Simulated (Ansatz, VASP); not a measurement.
# One calculation of HfC, two programs

```
Hf C
1.0
     0.00000    2.31714    2.31714
     2.31714    0.00000    2.31714
     2.31714    2.31714    0.00000
Hf C
1 1
Direct
  0.00000 0.00000 0.00000
  0.50000 0.50000 0.50000
```

Alike in both runs: task single point; functional LDA; k mesh 14 × 14 × 14; occupations fermi-dirac, width 0.05 eV; non-collinear spin, spin-orbit coupling.

|  | VASP | Ansatz |
| --- | --- | --- |
| version | VASP 6.6.1 | Ansatz 0.2.0 |
| potentials or method | VASP PAW LDA potentials, release 64 (Hf_pv, C), cutoff 520 eV | all-electron LAPW |

|  | VASP | Ansatz | Ansatz less VASP |
| --- | --- | --- | --- |
| pressure (GPa) | -9.5 | -10.2 | -0.79 |

LDA's correlation is that of Perdew and Zunger in VASP and of Perdew and Wang (1992) in Ansatz. Ansatz ran all-electron here, and VASP with PAW potentials.
